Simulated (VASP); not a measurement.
# Nb2Ga3C3 (Pm-3m) in VASP: a series of runs

Runs on Nb2Ga3C3. Level: PBE. Tasks: single point, relaxation of cell and atoms.

Program: VASP 6.6.1. These are calculated values, not measurements. Logs are shortened: lines on timing, memory, paths and dates and some standing lists are left out, and cuts for length are marked.

**1. The cell of the first run**

Symmetry: Pm-3m, No. 221, cubic system. Conventional cell: a = 4.868 Å, b = 4.868 Å, c = 4.868 Å, α = 90.00°, β = 90.00°, γ = 90.00°. Within 3.2 Å of Nb (site symmetry m-3m) lie 6 Ga at 2.43 Å. Nb (site symmetry m-3m) has 6 C at 2.43 Å within 3.2 Å. Ga (site symmetry 4/mmm) has 2 Nb at 2.43 Å and 4 C at 2.43 Å within 3.2 Å. Within 3.2 Å of C (site symmetry 4/mmm) lie 2 Nb at 2.43 Å and 4 Ga at 2.43 Å.

**2. Single point, PBE, collinear spin, ferromagnetic start**

INCAR reads:

```
ALGO     = Normal         # electronic algorithm
EDIFF    = 1E-6           # SCF threshold, eV
ENCUT    = 520            # plane-wave cutoff, eV
GGA      = PE             # functional
ISIF     = 2              # what is computed and relaxed
ISMEAR   = 0              # smearing method
ISPIN    = 2              # spin polarisation
LASPH    = T              # aspherical terms in the spheres
LCHARG   = F              # write CHGCAR
LMAXMIX  = 4              # l up to which the mixer works
LORBIT   = 11             # projections on sites
LREAL    = F              # projectors in reciprocal space
LWAVE    = F              # write WAVECAR
MAGMOM   = 1 1 0 0 0 0 0 0 # initial moments
NBANDS   = 52             # bands
NELM     = 150            # most SCF steps
PREC     = Accurate       # precision mode
SIGMA    = 0.1            # smearing width, eV
```

KPOINTS reads:

```
k-points
0
Gamma
  4 4 4
```

POSCAR reads:

```
Nb2Ga3C3
1.0
    4.8681268583      0.0000000000      0.0000000000
    0.0000000000      4.8681268583      0.0000000000
    0.0000000000      0.0000000000      4.8681268583
Nb Ga C
2 3 3
Direct
    0.5000000000      0.5000000000      0.5000000000
    0.0000000000      0.0000000000      0.0000000000
    0.0000000000      0.5000000000      0.5000000000
    0.5000000000      0.0000000000      0.5000000000
    0.5000000000      0.5000000000      0.0000000000
    0.5000000000      0.0000000000      0.0000000000
    0.0000000000      0.5000000000      0.0000000000
    0.0000000000      0.0000000000      0.5000000000
```

Potentials or basis: VASP PAW PBE potentials, release 64 (Nb_sv, Ga_d, C).

On the command line:

```bash
cat potpaw_PBE.64/Nb_sv/POTCAR potpaw_PBE.64/Ga_d/POTCAR potpaw_PBE.64/C/POTCAR > POTCAR
mpirun -np 1 vasp_std > vasp.out
```

OUTCAR:

```text
EDIFF = 1E-6
   ENCUT = 520
   GGA = PE
   ISIF = 2
   ISMEAR = 0
   ISPIN = 2
   LASPH = T
   LORBIT = 11
   LREAL = F
   NELM = 150
   PREC = Accurate

 ion  position               nearest neighbor table
   1  0.500  0.500  0.500-   3 2.43   4 2.43   5 2.43   5 2.43   4 2.43   3 2.43
   2  0.000  0.000  0.000-   6 2.43   7 2.43   8 2.43   8 2.43   7 2.43   6 2.43
   3  0.000  0.500  0.500-   1 2.43   7 2.43   8 2.43   7 2.43   8 2.43   1 2.43
   4  0.500  0.000  0.500-   1 2.43   6 2.43   8 2.43   6 2.43   1 2.43   8 2.43
   5  0.500  0.500  0.000-   1 2.43   6 2.43   7 2.43   1 2.43   6 2.43   7 2.43
   6  0.500  0.000  0.000-   2 2.43   4 2.43   5 2.43   4 2.43   5 2.43   2 2.43
   7  0.000  0.500  0.000-   2 2.43   3 2.43   5 2.43   3 2.43   2 2.43   5 2.43
   8  0.000  0.000  0.500-   2 2.43   3 2.43   4 2.43   2 2.43   3 2.43   4 2.43

  LATTYP: Found a simple cubic cell.
 ALAT       =     4.8681268583

  Lattice vectors:

 A1 = (   4.8681268583,   0.0000000000,   0.0000000000)
 A2 = (   0.0000000000,   4.8681268583,   0.0000000000)
 A3 = (   0.0000000000,   0.0000000000,   4.8681268583)

Analysis of symmetry for initial positions (statically):
=====================================================================
 Subroutine PRICEL returns:
 Original cell was already a primitive cell.

 Routine SETGRP: Setting up the symmetry group for a
 simple cubic supercell.

 Subroutine GETGRP returns: Found 48 space group operations
[... 9 lines left out ...]

 Routine SETGRP: Setting up the symmetry group for a
 simple cubic supercell.

 Subroutine GETGRP returns: Found 48 space group operations
 (whereof 48 operations were pure point group operations)
 out of a pool of 48 trial point group operations.

The dynamic configuration has the point symmetry O_h .

Analysis of structural, dynamic, and magnetic symmetry:
=====================================================================
 Subroutine PRICEL returns:
 Original cell was already a primitive cell.

 Routine SETGRP: Setting up the symmetry group for a
 simple cubic supercell.

 Subroutine GETGRP returns: Found 48 space group operations
 (whereof 48 operations were pure point group operations)
 out of a pool of 48 trial point group operations.

The overall configuration has the point symmetry O_h .

 Subroutine INISYM returns: Found 48 space group operations
[... 5 lines left out ...]
                                     Primitive cell

  volume of cell :     115.3681

  direct lattice vectors                    reciprocal lattice vectors
     4.868126858  0.000000000  0.000000000     0.205417819  0.000000000  0.000000000
     0.000000000  4.868126858  0.000000000     0.000000000  0.205417819  0.000000000
     0.000000000  0.000000000  4.868126858     0.000000000  0.000000000  0.205417819

  length of vectors
     4.868126858  4.868126858  4.868126858     0.205417819  0.205417819  0.205417819

  position of ions in fractional coordinates (direct lattice)
     0.500000000  0.500000000  0.500000000
     0.000000000  0.000000000  0.000000000
     0.000000000  0.500000000  0.500000000
     0.500000000  0.000000000  0.500000000
     0.500000000  0.500000000  0.000000000
     0.500000000  0.000000000  0.000000000
     0.000000000  0.500000000  0.000000000
     0.000000000  0.000000000  0.500000000

  ion indices of the primitive-cell ions
   primitive index   ion index
                 1           1
                 2           2
                 3           3
                 4           4
                 5           5
                 6           6
                 7           7
                 8           8

----------------------------------------------------------------------------------------

 KPOINTS: k-points

Automatic generation of k-mesh.
 Grid dimensions read from file:
 generate k-points for:    4    4    4

 Generating k-lattice:

  Cartesian coordinates                     Fractional coordinates (reciprocal lattice)
     0.051354455  0.000000000  0.000000000     0.250000000  0.000000000  0.000000000
     0.000000000  0.051354455  0.000000000     0.000000000  0.250000000  0.000000000
     0.000000000  0.000000000  0.051354455     0.000000000  0.000000000  0.250000000

[... 24 lines left out ...]
   number of dos      NEDOS =    301   number of ions     NIONS =      8
   total plane-waves  NPLWV =  46656
   dimension x,y,z NGX =    36 NGY =   36 NGZ =   36
   dimension x,y,z NGXF=    72 NGYF=   72 NGZF=   72
   ions per type =               2   3   3
   NGX,Y,Z   is equivalent  to a cutoff of  12.29, 12.29, 12.29 a.u.
   NGXF,Y,Z  is equivalent  to a cutoff of  24.59, 24.59, 24.59 a.u.
 SYSTEM =  unknown system
   PREC   = accura    normal or accurate (medium, high low for compatibility)
   ISTART =      0    job   : 0-new  1-cont  2-samecut
   ICHARG =      2    charge: 1-file 2-atom 10-const
   ISPIN  =      2    spin polarized calculation?
   LNONCOLLINEAR =      F non collinear calculations
   LSORBIT =      F    spin-orbit coupling
   LASPH  =      T    aspherical Exc in radial PAW
   ENCUT  =  520.0 eV  38.22 Ry    6.18 a.u.   9.05  9.05  9.05*2*pi/ulx,y,z
   NELM   =    150;   NELMIN=  2; NELMDL= -5     # of ELM steps
   EDIFF  = 0.1E-05   stopping-criterion for ELM
   LREAL  =      F    real-space projection
   EDIFFG = 0.1E-04   stopping-criterion for IOM
   NSW    =      0    number of steps for IOM
   IBRION =     -1    ionic relax: 0-MD 1-quasi-New 2-CG
   NFREE  =      0    steps in history (QN), initial steepest desc. (CG)
   ISIF   =      2    stress and relaxation
   ISYM   =      2    0-nonsym 1-usesym 2-fastsym
   POTIM  = 0.5000    time-step for ionic-motion
   TEBEG  =    0.0;   TEEND  =   0.0 temperature during run
   PSTRESS=    0.0 pullay stress
   NELECT =      77.0000    total number of electrons
   NUPDOWN=      -1.0000    fix difference up-down
   EMIN   =  10.00;   EMAX   =-10.00  energy-range for DOS
   EFERMI =   0.00;   METHOD = LEGACY
   ISMEAR =     0;   SIGMA  =   0.10  broadening in eV -4-tet -1-fermi 0-gaus
   EFERMI_NEDOS =   21; number of points for ismear=-14 and -15
   IALGO  =     38    algorithm
   IMIX   =      4    mixing-type and parameters
     AMIX     =   0.40;   BMIX     =  1.00
     AMIX_MAG =   1.60;   BMIX_MAG =  1.00
  volume/ion in A,a.u.               =      14.42        97.32
  Fermi-wavevector in a.u.,A,eV,Ry     =   1.430682  2.703597 27.849108  2.046852
  Thomas-Fermi vector in A             =   2.550501
   LORBIT       =     11    0 simple, 1 ext, 2 COOP (PROOUT), +10 PAW based schemes
   GGA     = PE    functional components
   LHFCALC =     F    Hartree Fock is set to
   AEXX    =    0.0000 exact exchange contribution
   IVDW    =     0    specifies the selected vdW correction
   LEPSILON=     F    determine dielectric tensor
   LRPA    =     F    only Hartree local field effects (RPA)
 spin polarized calculation
 Gauss-broadening in eV      SIGMA  =   0.10
  energy-cutoff  :      520.00
  volume of cell :      115.37
 maximum number of plane-waves:      3136
   NGX = 19   NGY = 19   NGZ = 19

 number of electron      77.0000067 magnetization       0.0040308

 Free energy of the ion-electron system (eV)
  ---------------------------------------------------
  ext. energy  EPLUGINS =         0.00000000
  ---------------------------------------------------
  free energy    TOTEN  =       -45.18345130 eV

  energy without entropy =      -45.16326519  energy(sigma->0) =      -45.17335825

 E-fermi :   7.3434     XC(G=0): -11.6895

 val. band max:        7.2703891614   @ k =   0.0000   0.0000   0.0000
 cond. band min:       7.3541863432   @ k =   0.5000   0.5000   0.0000
 fundamental gap:      0.0837971817
 Fermi energy:         7.3434097369

 spin component 1

 k-point     1 :       0.0000    0.0000    0.0000
  band No.  band energies     occupation
      1     -48.9145      1.00000
      2     -47.3967      1.00000
      3     -24.8389      1.00000
      4     -24.8389      1.00000
      5     -24.8389      1.00000
      6     -23.6336      1.00000
[... 519 lines left out ...]
     49      12.7798      0.00000
     50      12.7798      0.00000
 Fermi energy:         7.3434097369

 spin component 2

 k-point     1 :       0.0000    0.0000    0.0000
  band No.  band energies     occupation
      1     -48.9150      1.00000
      2     -47.3946      1.00000
      3     -24.8395      1.00000
      4     -24.8395      1.00000
      5     -24.8395      1.00000
      6     -23.6310      1.00000
[... 519 lines left out ...]
     49      12.7796      0.00000
     50      12.7796      0.00000
 [bands above 50 left out]

------------------------ aborting loop because EDIFF is reached ----------------------------------------

  FORCE on cell =-STRESS in cart. coord.  units (eV):
  Direction    XX          YY          ZZ          XY          YZ          ZX
  --------------------------------------------------------------------------------------
  -------------------------------------------------------------------------------------
  Total        0.0182112      0.0182112      0.0182112      0.0000000     -0.0000000      0.0000000
  in kB        0.2529084      0.2529084      0.2529084      0.0000000     -0.0000000      0.0000000
  external PRESSURE =       0.2529084 kB  Pullay stress =       0.0000000 kB

 VOLUME and BASIS-vectors are now :
 -----------------------------------------------------------------------------
  energy-cutoff  :      520.00
  volume of cell :      115.37
      direct lattice vectors                 reciprocal lattice vectors
     4.868126858  0.000000000  0.000000000     0.205417819  0.000000000  0.000000000
     0.000000000  4.868126858  0.000000000     0.000000000  0.205417819  0.000000000
     0.000000000  0.000000000  4.868126858     0.000000000  0.000000000  0.205417819

 POSITION                                       TOTAL-FORCE (eV/Angst)
 -----------------------------------------------------------------------------------
      2.43406      2.43406      2.43406         0.000000      0.000000      0.000000
      0.00000      0.00000      0.00000         0.000000      0.000000      0.000000
      0.00000      2.43406      2.43406         0.000000      0.000000      0.000000
      2.43406      0.00000      2.43406         0.000000      0.000000      0.000000
      2.43406      2.43406      0.00000         0.000000      0.000000      0.000000
      2.43406      0.00000      0.00000         0.000000      0.000000      0.000000
      0.00000      2.43406      0.00000         0.000000      0.000000      0.000000
      0.00000      0.00000      2.43406         0.000000      0.000000      0.000000
 -----------------------------------------------------------------------------------
    total drift:                                0.000000      0.000000      0.000000

  FREE ENERGIE OF THE ION-ELECTRON SYSTEM (eV)
  ---------------------------------------------------
  free  energy   TOTEN  =       -45.1834513036 eV

  energy  without entropy=      -45.1632651871  energy(sigma->0) =      -45.17335825

 total charge

# of ion       s       p       d       tot
------------------------------------------
    1        2.248   5.978   2.787  11.012
    2        2.168   6.017   2.018  10.203
    3        0.990   0.725  10.018  11.734
    4        0.990   0.725  10.018  11.734
    5        0.990   0.725  10.018  11.734
    6        0.954   1.220   0.000   2.174
    7        0.954   1.220   0.000   2.174
    8        0.954   1.220   0.000   2.174
--------------------------------------------------
tot         10.247  17.832  34.860  62.939

 magnetization (x)

# of ion       s       p       d       tot
------------------------------------------
    1        0.000   0.000   0.003   0.003
    2       -0.000   0.000  -0.001  -0.001
    3       -0.000   0.000   0.000   0.000
    4       -0.000   0.000   0.000   0.000
    5       -0.000   0.000   0.000   0.000
    6       -0.000  -0.000   0.000  -0.000
    7       -0.000  -0.000   0.000  -0.000
    8       -0.000  -0.000   0.000  -0.000
--------------------------------------------------
tot         -0.000   0.000   0.002   0.002
```

It took 5.2 min on 1 thread of AMD EPYC 7R13, shared host; peak memory 0.26 GiB.

What came out:

* Free energy: -45.1835 eV
* Pressure: 0.0 GPa
* Net moment: 0.00 μB per cell
* Valence electrons inside the program's atomic spheres: Nb 11.01, 10.20; Ga 11.73; C 2.17

Levels at points of the mesh, in eV from the Fermi level:
Spin up:
```
           k point  band 35  band 36  band 37  band 38  band 39  band 40  band 41  band 42
(0.00, 0.00, 0.00)    -2.17    -0.80    -0.80    -0.80    -0.07    -0.07    -0.07     0.58
(0.50, 0.00, 0.00)    -2.13    -0.38    -0.38    -0.26    -0.08     0.93     1.33     1.33
(0.50, 0.50, 0.00)    -2.15    -1.13    -0.24     0.01     0.68     0.68     0.71     1.18
(0.50, 0.50, 0.50)    -1.91    -0.56    -0.56    -0.56     0.26     0.26     0.26     0.63
```
Spin down:
| k point | band 34 | band 35 | band 36 | band 37 | band 38 | band 39 | band 40 | band 41 | band 42 | band 43 |
| --- | --- | --- | --- | --- | --- | --- | --- | --- | --- | --- |
| (0.00, 0.00, 0.00) | -2.17 | -2.17 | -0.80 | -0.80 | -0.80 | -0.07 | -0.07 | -0.07 | 0.58 | 0.58 |
| (0.50, 0.00, 0.00) | -2.39 | -2.13 | -0.37 | -0.37 | -0.26 | -0.08 | 0.93 | 1.33 | 1.33 | 1.42 |
| (0.50, 0.50, 0.00) | -2.55 | -2.15 | -1.13 | -0.24 | 0.01 | 0.69 | 0.69 | 0.71 | 1.18 | 1.97 |
| (0.50, 0.50, 0.50) | -1.91 | -1.91 | -0.55 | -0.55 | -0.55 | 0.26 | 0.26 | 0.26 | 0.63 | 0.63 |

(Part 1 of 2 ends here.)
